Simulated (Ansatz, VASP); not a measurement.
ZnSe in VASP and in Ansatz

Contents of POSCAR:

```
ZnSe
1.0
    3.7414886695      0.0000000000      0.0000000000
   -1.8707443348      3.2402242358      0.0000000000
    0.0000000000      0.0000000000      6.0699548114
Zn Se
2 2
Direct
    0.0000000000      0.0000000000      0.0000000000
    0.0000000000      0.0000000000      0.5000000000
    0.3333333333      0.6666666667      0.2500000000
    0.6666666667      0.3333333333      0.7500000000
```

INCAR.step1

```
ALGO = Normal
EDIFF = 1E-4
ENCUT = 520
GGA = PE
ISMEAR = -1
LASPH = T
LCHARG = F
LREAL = F
LWAVE = T
NBANDS = 26
NELM = 100
PREC = Accurate
SIGMA = 0.02
```

File INCAR.step2:

```
ALGO = Normal
EDIFF = 1E-6
ENCUT = 520
ISIF = 2
ISMEAR = -1
ISTART = 1
LASPH = T
LCHARG = F
LMIXTAU = T
LREAL = F
LWAVE = F
METAGGA = R2SCAN
NBANDS = 26
NELM = 100
PREC = Accurate
SIGMA = 0.02
```

Contents of KPOINTS:

```
k-points
0
Gamma
  6 6 4
```

Input for Ansatz:

```yaml
crystal:
  lattice:
    - [3.7414886695, 0.0, 0.0]
    - [-1.8707443348, 3.2402242358, 0.0]
    - [0.0, 0.0, 6.0699548114]
  atoms:
    - { symbol: Zn, position: [0.0, 0.0, 0.0] }
    - { symbol: Zn, position: [0.0, 0.0, 0.5] }
    - { symbol: Se, position: [0.3333333333, 0.6666666667, 0.25] }
    - { symbol: Se, position: [0.6666666667, 0.3333333333, 0.75] }
kpoints:
  mp_grid: { grid: [6, 6, 4] }
hamiltonian:
  xc: r2scan
scf:
  occupations: { method: fermi_dirac, width: 0.02 }
  n_extra_bands: 5
output:
  forces: true
  stress: true
  eigenvalues: true
```

Alike in both runs: task single point; functional r2SCAN; k mesh 6 × 6 × 4; occupations fermi-dirac, width 0.02 eV; no spin polarisation.

|  | VASP | Ansatz |
| --- | --- | --- |
| version | VASP 6.6.1 | Ansatz 0.2.0 |
| potentials or method | VASP PAW PBE potentials, release 64 (Zn, Se) | plane waves, PAW |
| plane-wave cutoff (eV) | 520 | 500 |
| valence electrons in the cell | 36 | 56 |

```tsv
	VASP	Ansatz	Ansatz less VASP
pressure (GPa)	2.8	2.6	-0.21
traceless stress, the component that is largest in VASP (GPa)	0.25	0.23	-0.018
```

VASP's potentials were made for PBE, not for r2SCAN. VASP's potentials hold 36 valence electrons a cell and Ansatz's 56, so a difference there can come from the potentials and not from the codes.
